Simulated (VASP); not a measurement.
# Ti (P6_3/mmc) in VASP: further runs

Runs on Ti. Level: PBE. Tasks: single point, relaxation of cell and atoms.

Everything below comes from runs of VASP 6.6.1. Logs are shortened: lines on timing, memory, paths and dates and some standing lists are left out, and cuts for length are marked.

## Step 1: The cell of the first run

The structure is hexagonal, space group P6_3/mmc (No. 194). Conventional cell: a = 2.939 Å, b = 2.939 Å, c = 4.649 Å, α = 90.00°, β = 90.00°, γ = 120.00°. Within 3.8 Å of Ti (site symmetry -6m2) lie 12 Ti at 2.88 to 2.94 Å.

## Step 2: Single point, PBE

Input file INCAR:

```
SYSTEM = Ti
  PREC = Accurate
  ENCUT = 520
  EDIFF = 1E-6
  ISMEAR = 0
  SIGMA = 0.1
  LREAL = .FALSE.
  LASPH = .TRUE.
  NELM = 60
  ALGO = Fast
  ISIF = 2
  LWAVE = .FALSE.
  LCHARG = .FALSE.
  GGA = PE
  NBANDS = 19
```

Input file KPOINTS:

```
regular mesh
0
G
  18 18 10
  0 0 0
```

Input file POSCAR:

```
Ti
1.0
    2.9387708432      0.0000000000      0.0000000000
   -1.4693854216      2.5450502061      0.0000000000
    0.0000000000      0.0000000000      4.6492310978
Ti
2
Direct
    0.3333333333      0.6666666667      0.2500000000
    0.6666666667      0.3333333333      0.7500000000
```

Potentials or basis: VASP PAW PBE potentials, release 64 (Ti_sv).

On the command line:

```
cat potpaw_PBE.64/Ti_sv/POTCAR > POTCAR
mpirun -np 1 vasp_std > vasp.out
```

OUTCAR:

```text
SYSTEM = Ti
   PREC = Accurate
   ENCUT = 520
   EDIFF = 1E-6
   ISMEAR = 0
   LREAL = .FALSE.
   LASPH = .TRUE.
   NELM = 60
   ISIF = 2
   GGA = PE

 ion  position               nearest neighbor table
   1  0.333  0.667  0.250-   2 2.88   2 2.88   2 2.88   2 2.88   2 2.88   2 2.88
   2  0.667  0.333  0.750-   1 2.88   1 2.88   1 2.88   1 2.88   1 2.88   1 2.88

  LATTYP: Found a hexagonal cell.
 ALAT       =     2.9387708432
 C/A-ratio  =     1.5820325387

  Lattice vectors:

 A1 = (   2.9387708432,   0.0000000000,   0.0000000000)
 A2 = (  -1.4693854216,   2.5450502061,   0.0000000000)
 A3 = (   0.0000000000,   0.0000000000,   4.6492310978)

Analysis of symmetry for initial positions (statically):
=====================================================================
 Subroutine PRICEL returns:
 Original cell was already a primitive cell.

 Routine SETGRP: Setting up the symmetry group for a
 hexagonal supercell.

 Subroutine GETGRP returns: Found 24 space group operations
 (whereof 12 operations were pure point group operations)
 out of a pool of 24 trial point group operations.

The static configuration has the point symmetry D_3d.
 The point group associated with its full space group is D_6h.

Analysis of symmetry for dynamics (positions and initial velocities):
=====================================================================
 Subroutine PRICEL returns:
 Original cell was already a primitive cell.

 Routine SETGRP: Setting up the symmetry group for a
 hexagonal supercell.

 Subroutine GETGRP returns: Found 24 space group operations
 (whereof 12 operations were pure point group operations)
 out of a pool of 24 trial point group operations.

The dynamic configuration has the point symmetry D_3d.
 The point group associated with its full space group is D_6h.

 Subroutine INISYM returns: Found 24 space group operations
 (whereof 12 operations are pure point group operations),
 and found     1 'primitive' translations

----------------------------------------------------------------------------------------

                                     Primitive cell

  volume of cell :      34.7731

  direct lattice vectors                    reciprocal lattice vectors
     2.938770843  0.000000000  0.000000000     0.340278318  0.196459779  0.000000000
    -1.469385422  2.545050206  0.000000000     0.000000000  0.392919557  0.000000000
     0.000000000  0.000000000  4.649231098     0.000000000  0.000000000  0.215089330

  length of vectors
     2.938770843  2.938770843  4.649231098     0.392919557  0.392919557  0.215089330

  position of ions in fractional coordinates (direct lattice)
     0.333333333  0.666666667  0.250000000
     0.666666667  0.333333333  0.750000000

  ion indices of the primitive-cell ions
   primitive index   ion index
                 1           1
                 2           2

----------------------------------------------------------------------------------------

 KPOINTS: regular mesh

Automatic generation of k-mesh.
 Grid dimensions read from file:
 generate k-points for:   18   18   10

 Generating k-lattice:

  Cartesian coordinates                     Fractional coordinates (reciprocal lattice)
     0.018904351  0.010914432  0.000000000     0.055555556  0.000000000  0.000000000
     0.000000000  0.021828864  0.000000000     0.000000000  0.055555556  0.000000000
     0.000000000  0.000000000  0.021508933     0.000000000  0.000000000  0.100000000

  Length of vectors
     0.021828864  0.021828864  0.021508933

  Shift w.r.t. Gamma in fractional coordinates (k-lattice)
     0.000000000  0.000000000  0.000000000

 Subroutine IBZKPT returns following result:
 ===========================================

 Found    222 irreducible k-points:

 Following reciprocal coordinates:
            Coordinates               Weight
  0.000000  0.000000  0.000000      1.000000
  0.055556  0.000000  0.000000      6.000000
  0.111111  0.000000  0.000000      6.000000
  0.166667  0.000000  0.000000      6.000000
  0.222222  0.000000  0.000000      6.000000
  0.277778  0.000000  0.000000      6.000000
[... 16 lines left out ...]
  0.333333  0.111111  0.000000     12.000000
  0.388889  0.111111  0.000000     12.000000
 [... further k-points ...]
   k-points           NKPTS =    222   k-points in BZ     NKDIM =    222   number of bands    NBANDS=     19
   number of dos      NEDOS =    301   number of ions     NIONS =      2
   total plane-waves  NPLWV =  20736
   dimension x,y,z NGX =    24 NGY =   24 NGZ =   36
   dimension x,y,z NGXF=    48 NGYF=   48 NGZF=   72
   ions per type =               2
   NGX,Y,Z   is equivalent  to a cutoff of  13.58, 13.58, 12.87 a.u.
   NGXF,Y,Z  is equivalent  to a cutoff of  27.15, 27.15, 25.75 a.u.
 SYSTEM =  Ti
   PREC   = accura    normal or accurate (medium, high low for compatibility)
   ISTART =      0    job   : 0-new  1-cont  2-samecut
   ICHARG =      2    charge: 1-file 2-atom 10-const
   ISPIN  =      1    spin polarized calculation?
   LNONCOLLINEAR =      F non collinear calculations
   LSORBIT =      F    spin-orbit coupling
   LASPH  =      T    aspherical Exc in radial PAW
   ENCUT  =  520.0 eV  38.22 Ry    6.18 a.u.   5.46  5.46  8.64*2*pi/ulx,y,z
   NELM   =     60;   NELMIN=  2; NELMDL= -5     # of ELM steps
   EDIFF  = 0.1E-05   stopping-criterion for ELM
   LREAL  =      F    real-space projection
   EDIFFG = 0.1E-04   stopping-criterion for IOM
   NSW    =      0    number of steps for IOM
   IBRION =     -1    ionic relax: 0-MD 1-quasi-New 2-CG
   NFREE  =      0    steps in history (QN), initial steepest desc. (CG)
   ISIF   =      2    stress and relaxation
   ISYM   =      2    0-nonsym 1-usesym 2-fastsym
   POTIM  = 0.5000    time-step for ionic-motion
   TEBEG  =    0.0;   TEEND  =   0.0 temperature during run
   PSTRESS=    0.0 pullay stress
   NELECT =      24.0000    total number of electrons
   NUPDOWN=      -1.0000    fix difference up-down
   EMIN   =  10.00;   EMAX   =-10.00  energy-range for DOS
   EFERMI =   0.00;   METHOD = LEGACY
   ISMEAR =     0;   SIGMA  =   0.10  broadening in eV -4-tet -1-fermi 0-gaus
   EFERMI_NEDOS =   21; number of points for ismear=-14 and -15
   IALGO  =     68    algorithm
   IMIX   =      4    mixing-type and parameters
     AMIX     =   0.40;   BMIX     =  1.00
     AMIX_MAG =   1.60;   BMIX_MAG =  1.00
  volume/ion in A,a.u.               =      17.39       117.33
  Fermi-wavevector in a.u.,A,eV,Ry     =   1.446763  2.733986 28.478685  2.093124
  Thomas-Fermi vector in A             =   2.564795
   LORBIT       =      0    0 simple, 1 ext, 2 COOP (PROOUT), +10 PAW based schemes
   GGA     = PE    functional components
   LHFCALC =     F    Hartree Fock is set to
   AEXX    =    0.0000 exact exchange contribution
   IVDW    =     0    specifies the selected vdW correction
   LEPSILON=     F    determine dielectric tensor
   LRPA    =     F    only Hartree local field effects (RPA)
 non-spin polarized calculation
 RMM-DIIS sequential band-by-band and
 Gauss-broadening in eV      SIGMA  =   0.10
  energy-cutoff  :      520.00
  volume of cell :       34.77
 maximum number of plane-waves:       965
 NGX is ok and might be reduce to    24
   NGX = 11   NGY = 11   NGZ = 17

 number of electron      24.0000002 magnetization

 Free energy of the ion-electron system (eV)
  ---------------------------------------------------
  ext. energy  EPLUGINS =         0.00000000
  ---------------------------------------------------
  free energy    TOTEN  =       -15.67725917 eV

  energy without entropy =      -15.66784293  energy(sigma->0) =      -15.67255105

 E-fermi :   8.3361     XC(G=0): -11.4926

 val. band max:        8.3263812971   @ k =   0.1667   0.0000   0.1000
 cond. band min:       8.3525815186   @ k =   0.0556   0.0000   0.5000
 fundamental gap:      0.0262002215
 Fermi energy:         8.3361079396

 k-point     1 :       0.0000    0.0000    0.0000
  band No.  band energies     occupation
      1     -48.5378      2.00000
      2     -48.4011      2.00000
      3     -25.1260      2.00000
      4     -24.4839      2.00000
      5     -24.4839      2.00000
      6     -24.4190      2.00000
[... 11 lines left out ...]
     18       9.9406      0.00000
     19      11.4712      0.00000

 k-point     2 :       0.0556    0.0000    0.0000
  band No.  band energies     occupation
      1     -48.5347      2.00000
      2     -48.3999      2.00000
      3     -25.1192      2.00000
      4     -24.4978      2.00000
      5     -24.4886      2.00000
      6     -24.4219      2.00000
[... 11 lines left out ...]
     18       9.8913      0.00000
     19      11.4981      0.00000

 k-point     3 :       0.1111    0.0000    0.0000
  band No.  band energies     occupation
      1     -48.5259      2.00000
      2     -48.3965      2.00000
      3     -25.0993      2.00000
      4     -24.5378      2.00000
      5     -24.5018      2.00000
      6     -24.4388      2.00000
[... 11 lines left out ...]
     18       9.8108      0.00000
     19      11.5654      0.00000

 k-point     4 :       0.1667    0.0000    0.0000
  band No.  band energies     occupation
      1     -48.5121      2.00000
      2     -48.3916      2.00000
      3     -25.0676      2.00000
      4     -24.5995      2.00000
      5     -24.5216      2.00000
      6     -24.5011      2.00000
[... 407 lines left out ...]
     18      11.5658      0.00000
     19      11.7713      0.00000

 k-point    23 :       0.3333    0.1111    0.0000
  band No.  band energies     occupation
      1     -48.4337      2.00000
      2     -48.3756      2.00000
      3     -24.8849      2.00000
      4     -24.8618      2.00000
      5     -24.7804      2.00000
      6     -24.6300      2.00000
[... 11 lines left out ...]
     18      11.7924      0.00000
     19      12.0468      0.00000

 k-point    24 :       0.3889    0.1111    0.0000
  band No.  band energies     occupation
      1     -48.4213      2.00000
      2     -48.3765      2.00000
      3     -24.9232      2.00000
      4     -24.8221      2.00000
      5     -24.8057      2.00000
      6     -24.6486      2.00000
[... 11 lines left out ...]
     18      11.8040      0.00000
     19      12.5332      0.00000

 [... further k-points ...]

------------------------ aborting loop because EDIFF is reached ----------------------------------------

  FORCE on cell =-STRESS in cart. coord.  units (eV):
  Direction    XX          YY          ZZ          XY          YZ          ZX
  --------------------------------------------------------------------------------------
  -------------------------------------------------------------------------------------
  Total       -0.1076341     -0.1076341     -0.1074253      0.0000000     -0.0000000      0.0000000
  in kB       -4.9592648     -4.9592648     -4.9496454      0.0000000     -0.0000000      0.0000000
  external PRESSURE =      -4.9560583 kB  Pullay stress =       0.0000000 kB

 VOLUME and BASIS-vectors are now :
 -----------------------------------------------------------------------------
  energy-cutoff  :      520.00
  volume of cell :       34.77
      direct lattice vectors                 reciprocal lattice vectors
     2.938770843  0.000000000  0.000000000     0.340278318  0.196459779  0.000000000
    -1.469385422  2.545050206  0.000000000     0.000000000  0.392919557  0.000000000
     0.000000000  0.000000000  4.649231098     0.000000000  0.000000000  0.215089330

 POSITION                                       TOTAL-FORCE (eV/Angst)
 -----------------------------------------------------------------------------------
     -0.00000      1.69670      1.16231        -0.000000      0.000000      0.000000
      1.46939      0.84835      3.48692         0.000000     -0.000000      0.000000
 -----------------------------------------------------------------------------------
    total drift:                               -0.000000      0.000000     -0.000000

  FREE ENERGIE OF THE ION-ELECTRON SYSTEM (eV)
  ---------------------------------------------------
  free  energy   TOTEN  =       -15.6772591701 eV

  energy  without entropy=      -15.6678429333  energy(sigma->0) =      -15.67255105
```

Wall time 3.7 min (1 thread of AMD EPYC 9R45 (Zen 5), shared host); peak memory 0.21 GiB.

What came out:

```yaml
Free_energy: -15.6773 eV
Pressure: -0.5 GPa
Band_gap_on_the_k_mesh: zero (band 12 reaches 9.10 eV, above the bottom of band 13 at 8.00 eV)
```

## Step 3: Relaxation of cell and atoms, PBE

This run uses another cell than the first one, of 17.32 Å³/atom, 0.996 times its volume.

Input file INCAR:

```
SYSTEM = Ti
PREC = Accurate
ENCUT = 600
EDIFF = 1E-6
ISMEAR = 0
SIGMA = 0.1
LREAL = .False.
LASPH = .True.
NELM = 80
ALGO = Fast
ISIF = 3
LWAVE = .False.
LCHARG = .False.
GGA = PE
IBRION = 2
NSW = 100
EDIFFG = -0.002
```

Input file KPOINTS:

```
regular mesh
0
Gamma
  18 18 10
  0 0 0
```

Input file POSCAR:

```
Ti
1.0
    2.9357319200      0.0000000000      0.0000000000
   -1.4678659600      2.5424184200      0.0000000000
    0.0000000000      0.0000000000      4.6408561500
Ti
2
Direct
    0.3333333300      0.6666666700      0.2500000000
    0.6666666700      0.3333333300      0.7500000000
```

Potentials or basis: VASP PAW PBE potentials, release 64 (Ti_sv).

On the command line:

```
cat potpaw_PBE.64/Ti_sv/POTCAR > POTCAR
mpirun -np 1 vasp_std > vasp.out
```

It took 9.1 min on 1 thread of AMD EPYC 9R45 (Zen 5), shared host; peak memory 0.24 GiB.

The run converged. Its results:

```
Free energy                            : -15.6768 eV
Relaxed volume                         : 17.35 Å³/atom
Relaxed cell                           : a = 2.937 Å, b = 2.937 Å, c = 4.646 Å, α = 90.00°, β = 90.00°, γ = 120.00°
Space group after relaxing (to 0.05 Å) : P6_3/mmc (No. 194)
Energy gained by relaxing              : 0.0 meV/atom
Ionic steps                            : 15
Pressure after relaxing                : 0.0 GPa
Band gap on the k mesh                 : zero (band 12 reaches 9.12 eV, above the bottom of band 13 at 8.02 eV)
```

Final structure:
```
CELL_PARAMETERS angstrom
2.93650 0.00000 0.00000
-1.46825 2.54309 0.00000
0.00000 0.00000 4.64632
ATOMIC_POSITIONS crystal
Ti 0.33333 0.66667 0.25000
Ti 0.66667 0.33333 0.75000
```

Levels at points of the mesh, in eV from the Fermi level:
| k point | band 9 | band 10 | band 11 | band 12 | band 13 | band 14 | band 15 | band 16 |
| --- | --- | --- | --- | --- | --- | --- | --- | --- |
| (0.00, 0.00, 0.00) | -6.22 | -2.70 | 0.76 | 0.76 | 0.77 | 0.88 | 1.26 | 1.26 |
| (0.50, 0.00, 0.00) | -2.36 | -2.17 | -1.86 | -0.64 | 0.47 | 0.62 | 1.17 | 3.33 |
| (0.00, 0.00, 0.50) | -4.36 | -4.36 | 0.08 | 0.08 | 0.67 | 0.67 | 0.67 | 0.67 |
| (0.50, 0.00, 0.50) | -2.56 | -2.56 | -0.82 | -0.82 | 1.32 | 1.32 | 1.72 | 1.72 |
